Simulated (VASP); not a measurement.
Wanted: the native input for a VASP 6.6.1 run.

* Task: single point
* Functional: LDA
* Potentials or basis: VASP PAW LDA potentials, release 64 (Mg, F)
* Cutoff: 600 eV
* k mesh: 6 × 6 × 8
* Occupations: gaussian, width 0.01 eV
* Spin: no spin polarisation
* Dipole correction: no
* Further INCAR settings: ALGO = Normal; EDIFF = 1e-06; NBANDS = 25

The structure of MgF2 lies in POSCAR:

```
MgF2
1.0
    4.6220162608      0.0000000000      0.0000000000
    0.0000000000      4.6220162608      0.0000000000
    0.0000000000      0.0000000000      3.0461115451
Mg F
2 4
Direct
    0.0000000000      0.0000000000      0.0000000000
    0.5000000000      0.5000000000      0.5000000000
    0.3029506050      0.3029506050      0.0000000000
    0.1970493950      0.8029506050      0.5000000000
    0.6970493950      0.6970493950      0.0000000000
    0.8029506050      0.1970493950      0.5000000000
```

The input as run:

INCAR

```
SYSTEM = MgF2
ALGO = Normal ; EDIFF = 1E-6
ENCUT = 600 ; GGA = CA
GGA_COMPAT = .False. ; ISIF = 2
ISMEAR = 0 ; LASPH = .True.
LCHARG = .False. ; LREAL = .False.
LWAVE = .False. ; NBANDS = 25
NELM = 120 ; PREC = Accurate
SIGMA = 0.01
```

KPOINTS

```
k-points
0
Gamma
  6 6 8
  0 0 0
```

Potentials or basis: VASP PAW LDA potentials, release 64 (Mg, F).

Command:

```console
$ cat potpaw_LDA.64/Mg/POTCAR potpaw_LDA.64/F/POTCAR > POTCAR
$ mpirun -np 1 vasp_std > vasp.out
```

Results of the run:

The pressure is -6.2 GPa, the largest force is 0.042 eV/Å and the band gap on the k mesh is 6.78 eV.

Caveat: the cell stands under tension.

Run time: 25 s on 1 thread of Intel(R) Xeon(R) 6975P-C (Granite Rapids), on a shared host, peak memory 0.21 GiB.
